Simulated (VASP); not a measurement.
# NaF (Fm-3m) in VASP: settings compared

The runs below take NaF through single point, with PBE, r2SCAN.

All numbers are computed with VASP 6.6.1; they aren't measurements. Logs are shortened: lines on timing, memory, paths and dates and some standing lists are left out, and cuts for length are marked.

## 1. The cell of the first run

It takes space group Fm-3m (No. 225, cubic). Conventional cell: a = 4.785 Å, b = 4.785 Å, c = 4.785 Å, α = 90.00°, β = 90.00°, γ = 90.00°. Within 3.2 Å of Na (site symmetry m-3m) lie 6 F at 2.39 Å. F (site symmetry m-3m) has 6 Na at 2.39 Å within 3.2 Å.

## 2. Single point, PBE (strain +4.2%)

The input, INCAR:

```
SYSTEM = NaF
ALGO = Normal ; EDIFF = 1E-6
ENCUT = 520 ; GGA = PE
ISIF = 2 ; ISMEAR = -1
LASPH = .True. ; LCHARG = .True.
LELF = .True. ; LREAL = .False.
LVHAR = .True. ; LWAVE = .False.
NBANDS = 14 ; NELM = 80
PREC = Accurate ; SIGMA = 0.02
```

The input, KPOINTS:

```
k-points
0
Gamma
  10 10 10
  0 0 0
```

The input, POSCAR:

```
NaF
1.0
    0.0000000000      2.3927302806      2.3927302806
    2.3927302806      0.0000000000      2.3927302806
    2.3927302806      2.3927302806      0.0000000000
Na F
1 1
Direct
    0.0000000000      0.0000000000      0.0000000000
    0.5000000000      0.5000000000      0.5000000000
```

Potentials or basis: VASP PAW PBE potentials, release 64 (Na_pv, F).

Started as:

```
cat potpaw_PBE.64/Na_pv/POTCAR potpaw_PBE.64/F/POTCAR > POTCAR
mpirun -np 1 vasp_std > vasp.out
```

OUTCAR:

```text
SYSTEM = NaF
   EDIFF = 1E-6
   ENCUT = 520
   GGA = PE
   ISIF = 2
   ISMEAR = -1
   LASPH = .True.
   LREAL = .False.
   NELM = 80
   PREC = Accurate

 ion  position               nearest neighbor table
   1  0.000  0.000  0.000-
   2  0.500  0.500  0.500-

  LATTYP: Found a face centered cubic cell.
 ALAT       =     4.7854605612

  Lattice vectors:

 A1 = (   0.0000000000,   2.3927302806,   2.3927302806)
 A2 = (   2.3927302806,   0.0000000000,   2.3927302806)
 A3 = (   2.3927302806,   2.3927302806,   0.0000000000)

Analysis of symmetry for initial positions (statically):
=====================================================================
 Subroutine PRICEL returns:
 Original cell was already a primitive cell.

 Routine SETGRP: Setting up the symmetry group for a
 face centered cubic supercell.

 Subroutine GETGRP returns: Found 48 space group operations
 (whereof 48 operations were pure point group operations)
 out of a pool of 48 trial point group operations.

The static configuration has the point symmetry O_h .

Analysis of symmetry for dynamics (positions and initial velocities):
=====================================================================
 Subroutine PRICEL returns:
 Original cell was already a primitive cell.

 Routine SETGRP: Setting up the symmetry group for a
 face centered cubic supercell.

 Subroutine GETGRP returns: Found 48 space group operations
 (whereof 48 operations were pure point group operations)
 out of a pool of 48 trial point group operations.

The dynamic configuration has the point symmetry O_h .

 Subroutine INISYM returns: Found 48 space group operations
 (whereof 48 operations are pure point group operations),
 and found     1 'primitive' translations

----------------------------------------------------------------------------------------

                                     Primitive cell

  volume of cell :      27.3975

  direct lattice vectors                    reciprocal lattice vectors
     0.000000000  2.392730281  2.392730281    -0.208966303  0.208966303  0.208966303
     2.392730281  0.000000000  2.392730281     0.208966303 -0.208966303  0.208966303
     2.392730281  2.392730281  0.000000000     0.208966303  0.208966303 -0.208966303

  length of vectors
     3.383831614  3.383831614  3.383831614     0.361940253  0.361940253  0.361940253

  position of ions in fractional coordinates (direct lattice)
     0.000000000  0.000000000  0.000000000
     0.500000000  0.500000000  0.500000000

  ion indices of the primitive-cell ions
   primitive index   ion index
                 1           1
                 2           2

----------------------------------------------------------------------------------------

 KPOINTS: k-points

Automatic generation of k-mesh.
 Grid dimensions read from file:
 generate k-points for:   10   10   10

 Generating k-lattice:

  Cartesian coordinates                     Fractional coordinates (reciprocal lattice)
    -0.020896630  0.020896630  0.020896630     0.100000000  0.000000000  0.000000000
     0.020896630 -0.020896630  0.020896630     0.000000000  0.100000000  0.000000000
     0.020896630  0.020896630 -0.020896630     0.000000000  0.000000000  0.100000000

  Length of vectors
     0.036194025  0.036194025  0.036194025

  Shift w.r.t. Gamma in fractional coordinates (k-lattice)
     0.000000000  0.000000000  0.000000000

 Subroutine IBZKPT returns following result:
 ===========================================

 Found     47 irreducible k-points:

 Following reciprocal coordinates:
            Coordinates               Weight
  0.000000  0.000000  0.000000      1.000000
  0.100000  0.000000  0.000000      8.000000
  0.200000  0.000000  0.000000      8.000000
  0.300000  0.000000  0.000000      8.000000
  0.400000  0.000000  0.000000      8.000000
  0.500000  0.000000  0.000000      4.000000
[... 16 lines left out ...]
  0.300000  0.300000  0.000000      6.000000
  0.400000  0.300000  0.000000     24.000000
 [... further k-points ...]
   k-points           NKPTS =     47   k-points in BZ     NKDIM =     47   number of bands    NBANDS=     14
   number of dos      NEDOS =    301   number of ions     NIONS =      2
   total plane-waves  NPLWV =  21952
   dimension x,y,z NGX =    28 NGY =   28 NGZ =   28
   dimension x,y,z NGXF=    56 NGYF=   56 NGZF=   56
   ions per type =               1   1
   NGX,Y,Z   is equivalent  to a cutoff of  13.76, 13.76, 13.76 a.u.
   NGXF,Y,Z  is equivalent  to a cutoff of  27.51, 27.51, 27.51 a.u.
 SYSTEM =  NaF
   PREC   = accura    normal or accurate (medium, high low for compatibility)
   ISTART =      0    job   : 0-new  1-cont  2-samecut
   ICHARG =      2    charge: 1-file 2-atom 10-const
   ISPIN  =      1    spin polarized calculation?
   LNONCOLLINEAR =      F non collinear calculations
   LSORBIT =      F    spin-orbit coupling
   LASPH  =      T    aspherical Exc in radial PAW
   ENCUT  =  520.0 eV  38.22 Ry    6.18 a.u.   6.29  6.29  6.29*2*pi/ulx,y,z
   NELM   =     80;   NELMIN=  2; NELMDL= -5     # of ELM steps
   EDIFF  = 0.1E-05   stopping-criterion for ELM
   LREAL  =      F    real-space projection
   EDIFFG = 0.1E-04   stopping-criterion for IOM
   NSW    =      0    number of steps for IOM
   IBRION =     -1    ionic relax: 0-MD 1-quasi-New 2-CG
   NFREE  =      0    steps in history (QN), initial steepest desc. (CG)
   ISIF   =      2    stress and relaxation
   ISYM   =      2    0-nonsym 1-usesym 2-fastsym
   POTIM  = 0.5000    time-step for ionic-motion
   TEBEG  =    0.0;   TEEND  =   0.0 temperature during run
   PSTRESS=    0.0 pullay stress
   NELECT =      14.0000    total number of electrons
   NUPDOWN=      -1.0000    fix difference up-down
   EMIN   =  10.00;   EMAX   =-10.00  energy-range for DOS
   EFERMI =   0.00;   METHOD = LEGACY
   ISMEAR =    -1;   SIGMA  =   0.02  broadening in eV -4-tet -1-fermi 0-gaus
   EFERMI_NEDOS =   21; number of points for ismear=-14 and -15
   IALGO  =     38    algorithm
   IMIX   =      4    mixing-type and parameters
     AMIX     =   0.40;   BMIX     =  1.00
     AMIX_MAG =   1.60;   BMIX_MAG =  1.00
  volume/ion in A,a.u.               =      13.70        92.44
  Fermi-wavevector in a.u.,A,eV,Ry     =   1.308822  2.473314 23.306968  1.713014
  Thomas-Fermi vector in A             =   2.439462
   LORBIT       =      0    0 simple, 1 ext, 2 COOP (PROOUT), +10 PAW based schemes
   GGA     = PE    functional components
   LHFCALC =     F    Hartree Fock is set to
   AEXX    =    0.0000 exact exchange contribution
   IVDW    =     0    specifies the selected vdW correction
   LEPSILON=     F    determine dielectric tensor
   LRPA    =     F    only Hartree local field effects (RPA)
 non-spin polarized calculation
  energy-cutoff  :      520.00
  volume of cell :       27.40
 maximum number of plane-waves:       754
 NGX is ok and might be reduce to    28
   NGX = 13   NGY = 13   NGZ = 13

 number of electron      13.9999987 magnetization

 Free energy of the ion-electron system (eV)
  ---------------------------------------------------
  ext. energy  EPLUGINS =         0.00000000
  ---------------------------------------------------
  free energy    TOTEN  =        -8.56049289 eV

  energy without entropy =       -8.56049289  energy(sigma->0) =       -8.56049289

 E-fermi :  -1.9314     XC(G=0):  -8.7054

 val. band max:       -2.4729054280   @ k =   0.0000   0.0000   0.0000
 cond. band min:       3.3347182948   @ k =   0.0000   0.0000   0.0000
 fundamental gap:      5.8076237228
 Fermi energy:        -1.9313713838

 k-point     1 :       0.0000    0.0000    0.0000
  band No.  band energies     occupation
      1     -21.7188      2.00000
      2     -21.7188      2.00000
      3     -21.7188      2.00000
      4     -21.4974      2.00000
      5      -2.4729      2.00000
      6      -2.4729      2.00000
      7      -2.4729      2.00000
      8       3.3347      0.00000
      9      15.8122      0.00000
     10      15.8122      0.00000
     11      15.8122      0.00000
     12      18.4832      0.00000
     13      20.5529      0.00000
     14      20.5529      0.00000

 k-point     2 :       0.1000    0.0000    0.0000
  band No.  band energies     occupation
      1     -21.8401      2.00000
      2     -21.7197      2.00000
      3     -21.7197      2.00000
      4     -21.3661      2.00000
      5      -2.6461      2.00000
      6      -2.4934      2.00000
      7      -2.4934      2.00000
      8       3.6682      0.00000
      9      14.5681      0.00000
     10      15.9416      0.00000
     11      15.9416      0.00000
     12      19.7781      0.00000
     13      20.0728      0.00000
     14      20.0728      0.00000

 k-point     3 :       0.2000    0.0000    0.0000
  band No.  band energies     occupation
      1     -22.0041      2.00000
      2     -21.7221      2.00000
      3     -21.7221      2.00000
      4     -21.1755      2.00000
      5      -3.0438      2.00000
      6      -2.5464      2.00000
      7      -2.5464      2.00000
      8       4.5356      0.00000
      9      12.8363      0.00000
     10      16.2536      0.00000
     11      16.2536      0.00000
     12      19.4161      0.00000
     13      19.4161      0.00000
     14      20.5518      0.00000

 k-point     4 :       0.3000    0.0000    0.0000
  band No.  band energies     occupation
      1     -22.1350      2.00000
      2     -21.7250      2.00000
      3     -21.7250      2.00000
      4     -21.0118      2.00000
      5      -3.4608      2.00000
      6      -2.6111      2.00000
      7      -2.6111      2.00000
      8       5.6944      0.00000
      9      11.3081      0.00000
     10      16.5296      0.00000
     11      16.5296      0.00000
     12      19.1207      0.00000
     13      19.1207      0.00000
     14      20.2565      0.00000

 k-point     5 :       0.4000    0.0000    0.0000
  band No.  band energies     occupation
      1     -22.2176      2.00000
      2     -21.7274      2.00000
      3     -21.7274      2.00000
      4     -20.9020      2.00000
      5      -3.7579      2.00000
      6      -2.6628      2.00000
      7      -2.6628      2.00000
      8       6.9261      0.00000
      9       9.9923      0.00000
     10      16.6089      0.00000
     11      16.6089      0.00000
[... 276 lines left out ...]
 k-point    22 :      -0.2000    0.2000    0.0000
  band No.  band energies     occupation
      1     -22.1081      2.00000
      2     -21.7475      2.00000
      3     -21.7235      2.00000
      4     -21.0197      2.00000
      5      -3.4072      2.00000
      6      -2.7945      2.00000
      7      -2.6211      2.00000
      8       6.0952      0.00000
      9      11.4659      0.00000
     10      14.5228      0.00000
     11      17.4584      0.00000
     12      17.8918      0.00000
     13      19.1056      0.00000
     14      22.5198      0.00000

 k-point    23 :       0.3000    0.3000    0.0000
  band No.  band energies     occupation
      1     -21.9843      2.00000
      2     -21.7435      2.00000
      3     -21.7435      2.00000
      4     -21.1477      2.00000
      5      -3.4047      2.00000
      6      -2.7157      2.00000
      7      -2.7157      2.00000
      8       6.4125      0.00000
      9      11.5130      0.00000
     10      14.3683      0.00000
     11      15.9741      0.00000
     12      15.9741      0.00000
     13      21.5072      0.00000
     14      22.6665      0.00000

 k-point    24 :       0.4000    0.3000    0.0000
  band No.  band energies     occupation
      1     -21.9757      2.00000
      2     -21.7527      2.00000
      3     -21.7474      2.00000
      4     -21.1422      2.00000
      5      -3.5064      2.00000
      6      -2.8093      2.00000
      7      -2.7608      2.00000
      8       7.3752      0.00000
      9      10.9514      0.00000
     10      13.2740      0.00000
     11      16.0187      0.00000
     12      16.0414      0.00000
     13      21.3208      0.00000
     14      22.9764      0.00000

 [... further k-points ...]
[... 5 lines left out ...]
  --------------------------------------------------------------------------------------
  -------------------------------------------------------------------------------------
  Total       -0.3919688     -0.3919688     -0.3919688      0.0000000     -0.0000000      0.0000000
  in kB      -22.9219120    -22.9219120    -22.9219120      0.0000000     -0.0000000      0.0000000
  external PRESSURE =     -22.9219120 kB  Pullay stress =       0.0000000 kB

 VOLUME and BASIS-vectors are now :
 -----------------------------------------------------------------------------
  energy-cutoff  :      520.00
  volume of cell :       27.40
      direct lattice vectors                 reciprocal lattice vectors
     0.000000000  2.392730281  2.392730281    -0.208966303  0.208966303  0.208966303
     2.392730281  0.000000000  2.392730281     0.208966303 -0.208966303  0.208966303
     2.392730281  2.392730281  0.000000000     0.208966303  0.208966303 -0.208966303

 POSITION                                       TOTAL-FORCE (eV/Angst)
 -----------------------------------------------------------------------------------
      0.00000      0.00000      0.00000         0.000000      0.000000      0.000000
      2.39273      2.39273      2.39273        -0.000000     -0.000000     -0.000000
 -----------------------------------------------------------------------------------
    total drift:                                0.000000      0.000000      0.000000

  FREE ENERGIE OF THE ION-ELECTRON SYSTEM (eV)
  ---------------------------------------------------
  free  energy   TOTEN  =        -8.5604928863 eV

  energy  without entropy=       -8.5604928863  energy(sigma->0) =       -8.56049289
```

Wall time 18 s (1 thread of Intel Xeon Platinum 8175M at 2.50GHz (Skylake/Cascade Lake), shared host); peak memory 0.16 GiB.

Results:

```yaml
Free_energy: -8.5605 eV
Pressure: -2.3 GPa
Band_gap_on_the_k_mesh: 5.81 eV
```

Caveat: the cell differs from its parent crystal (strain +4.2%). A k mesh can miss the band edges.

## 3. Single point, r2SCAN (strain +4.2%)

POSCAR is that of step 2.

The input, INCAR.step1:

```
ALGO = Normal
EDIFF = 1E-4
ENCUT = 520
GGA = PE
ISMEAR = 0
LASPH = T
LCHARG = F
LREAL = F
LWAVE = T
NBANDS = 14
NELM = 80
PREC = Accurate
SIGMA = 0.01
```

The input, INCAR.step2:

```
ALGO = Normal
EDIFF = 1E-6
ENCUT = 520
ISIF = 2
ISMEAR = 0
ISTART = 1
LASPH = T
LCHARG = F
LMIXTAU = T
LREAL = F
LWAVE = F
METAGGA = R2SCAN
NBANDS = 14
NELM = 80
PREC = Accurate
SIGMA = 0.01
```

The input, KPOINTS:

```
k-points
0
Gamma
  10 10 10
```

Potentials or basis: VASP PAW PBE potentials, release 64 (Na_pv, F).

Started as:

```
cat potpaw_PBE.64/Na_pv/POTCAR potpaw_PBE.64/F/POTCAR > POTCAR
cp INCAR.step1 INCAR
mpirun -np 1 vasp_std > vasp.out
cp INCAR.step2 INCAR
mpirun -np 1 vasp_std > vasp.out
```

Wall time 80 s (1 thread of Intel Xeon Platinum 8175M at 2.50GHz (Skylake/Cascade Lake), shared host); peak memory 0.16 GiB.

The run converged. Its results:

```
Free energy            : -12.5399 eV
Pressure               : -5.7 GPa
Band gap on the k mesh : 6.66 eV
```

Levels at points of the mesh, in eV from the valence-band top:
| k point | band 3 | band 4 | band 5 | band 6 | band 7 | band 8 | band 9 | band 10 | band 11 | band 12 |
| --- | --- | --- | --- | --- | --- | --- | --- | --- | --- | --- |
| (0.00, 0.00, 0.00) | -19.81 | -19.81 | 0.00 | 0.00 | 0.00 | 6.66 | 19.09 | 19.09 | 19.09 | 21.50 |
| (0.50, 0.00, 0.00) | -19.82 | -19.28 | -1.35 | -0.22 | -0.22 | 11.02 | 12.59 | 20.35 | 20.35 | 22.74 |
| (0.50, 0.50, 0.00) | -19.84 | -19.84 | -1.12 | -0.36 | -0.36 | 13.24 | 13.56 | 13.90 | 19.84 | 19.84 |

Caveat: the cell differs from its parent crystal (strain +4.2%); the cell stands under tension; the PAW data sets were made with another functional, which shifts forces and pressure a little. A k mesh can miss the band edges.
